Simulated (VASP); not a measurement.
Runs of VASP 6.6.1 on NaBeF3. The structure is that of space group Pm-3m (No. 221), or close to it. The cells are those of the table. 

```tsv
task	cell	k mesh	cutoff (eV)	smearing	gap on the mesh (eV)	pressure (GPa)	relaxed volume (Å³/atom)
relaxation of cell and atoms	relaxed from a = 3.569 Å, 5 atoms	6 × 6 × 6	600	gaussian 0.1 eV	7.45	-0.4	-
single point	a = 3.947 Å, 5 atoms	4 × 4 × 4	520	gaussian 0.1 eV	(a)	-16.6	-
single point	a = 3.569 Å, 5 atoms	6 × 6 × 6	520	gaussian 0.02 eV	7.45	-0.2	-
single point	a = 3.569 Å, 5 atoms	6 × 6 × 6	520	gaussian 0.1 eV	7.45	-0.2	-
relaxation of cell and atoms	relaxed from a = 3.569 Å, 5 atoms	6 × 6 × 6	600	gaussian 0.02 eV	7.48	0.0	9.06
single point	a = 3.569 Å, 5 atoms	4 × 4 × 4	520	gaussian 0.1 eV	7.45	-0.2	-
relaxation of cell and atoms	relaxed from a = 3.947 Å, 5 atoms	4 × 4 × 4	600	gaussian 0.1 eV	(b)	0.3	9.03
```

Alike in all rows: level PBE; potentials or basis VASP PAW PBE potentials, release 64 (Na_pv, Be, F); no spin polarisation.

Question: Estimate the missing entries.

Answer: (a) 5.36; (b) 7.51.

Caveats: some runs use coarse meshes; the relaxation stopped at its first step, so nothing moved (some runs); the volume moved by over 15 % at a fixed basis, so the end points are rough (some runs).

A k mesh can miss the band edges.
